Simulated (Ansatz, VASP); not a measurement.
## GaAs: VASP and Ansatz over several settings

```
CELL_PARAMETERS angstrom
3.60640 0.00000 0.00000
-1.80320 3.12324 0.00000
0.00000 0.00000 3.57319
ATOMIC_POSITIONS crystal
Ga 0.33333 0.66667 0.50000
As 0.00000 0.00000 0.00000
```

Single points on this cell with VASP 6.6.1 and Ansatz 0.2.0. Each row is one pair of runs. Alike in all rows: spin: off; k mesh: 9 × 9 × 8; VASP's potentials, cutoff: VASP PAW PBE potentials, release 64 (Ga_d, As), 520 eV; Ansatz's potentials, cutoff: Ansatz PAW, 420 eV.

| level | smearing | gap on the k mesh at the Fermi level (eV), VASP | gap on the k mesh at the Fermi level (eV), Ansatz | pressure (GPa), VASP | pressure (GPa), Ansatz |
| --- | --- | --- | --- | --- | --- |
| PBE | gaussian, width 0.013 eV | none | none | -0.4 | -0.5 |
| PBE | gaussian, width 0.014 eV | none | none | -0.3 | -0.5 |
| PBE | gaussian, width 0.018 eV | ? | none | ? | -0.5 |
| PBE | gaussian, width 0.019 eV | none | none | -0.3 | -0.5 |
| PBE | gaussian, width 0.02 eV | none | none | -0.4 | -0.5 |
| PBE | gaussian, width 0.021 eV | none | none | -0.3 | -0.5 |
| PBE | gaussian, width 0.022 eV | none | none | -0.3 | -0.5 |
| PBE | gaussian, width 0.023 eV | none | none | -0.4 | -0.5 |

Question: Fill in what VASP gave in row 3.

Answer: gap on the k mesh at the Fermi level (eV): none; pressure (GPa): -0.3.

VASP's potentials hold 18 valence electrons a cell and Ansatz's 28, so a difference there can come from the potentials and not from the codes.

A gap of «none» marks a metal or a gap that the smearing closes.
